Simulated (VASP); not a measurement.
Wanted: the native input for a VASP 6.6.1 run.

- Task: single point
- Functional: r2SCAN
- Potentials or basis: VASP PAW PBE potentials, release 64 (Ca_sv)
- Cutoff: 520 eV
- k mesh: 18 × 18 × 18
- Occupations: gaussian, width 0.15 eV
- Spin: no spin polarisation
- Dipole correction: no
- Further INCAR settings: ALGO = Normal; EDIFF = 1e-06; NBANDS = 11

Ca:

```
CELL_PARAMETERS angstrom
-2.16963 2.16963 2.26872
2.16963 -2.16963 2.26872
2.16963 2.16963 -2.26872
ATOMIC_POSITIONS crystal
Ca 0.50000 0.50000 0.00000
```

This cell differs from its parent crystal: ratio of the length along z to the lengths across it x 1.05, volume and fractional coordinates fixed.

These files were run (other wordings do the same):

POSCAR

```
Ca
1.0
   -2.1696308618      2.1696308618      2.2687217787
    2.1696308618     -2.1696308618      2.2687217787
    2.1696308618      2.1696308618     -2.2687217787
Ca
1
Direct
    0.5000000000      0.5000000000      0.0000000000
```

INCAR.step1

```
ALGO     = Normal         # electronic algorithm
EDIFF    = 1E-4           # SCF threshold, eV
ENCUT    = 520            # plane-wave cutoff, eV
GGA      = PE             # functional
ISMEAR   = 0              # smearing method
LASPH    = True           # aspherical terms in the spheres
LCHARG   = False          # write CHGCAR
LREAL    = False          # projectors in reciprocal space
LWAVE    = True           # write WAVECAR
NBANDS   = 11             # bands
NELM     = 100            # most SCF steps
PREC     = Accurate       # precision mode
SIGMA    = 0.15           # smearing width, eV
```

INCAR.step2

```
ALGO     = Normal         # electronic algorithm
EDIFF    = 1E-6           # SCF threshold, eV
ENCUT    = 520            # plane-wave cutoff, eV
ISIF     = 2              # what is computed and relaxed
ISMEAR   = 0              # smearing method
ISTART   = 1            
LASPH    = True           # aspherical terms in the spheres
LCHARG   = True           # write CHGCAR
LELF     = True           # ELF
LMIXTAU  = True         
LREAL    = False          # projectors in reciprocal space
LVHAR    = True         
LWAVE    = False          # write WAVECAR
METAGGA  = R2SCAN         # meta-GGA
NBANDS   = 11             # bands
NELM     = 100            # most SCF steps
PREC     = Accurate       # precision mode
SIGMA    = 0.15           # smearing width, eV
```

KPOINTS

```
k-points
0
Gamma
  18 18 18
```

Potentials or basis: VASP PAW PBE potentials, release 64 (Ca_sv).

Launch:

```bash
$ cat potpaw_PBE.64/Ca_sv/POTCAR > POTCAR
$ cp INCAR.step1 INCAR
$ mpirun -np 1 vasp_std > vasp.out
$ cp INCAR.step2 INCAR
$ mpirun -np 1 vasp_std > vasp.out
```

It gave:

- Pressure: 0.3 GPa
- Band gap on the k mesh: zero (band 5 reaches 2.30 eV, above the bottom of band 6 at 1.80 eV)

Caveat: the PAW data sets were made with another functional, which shifts forces and pressure a little.

Run time: 11 min on 1 thread of AMD EPYC 7R43 64-Core Processor (Zen 3), on a shared host, peak memory 0.31 GiB.
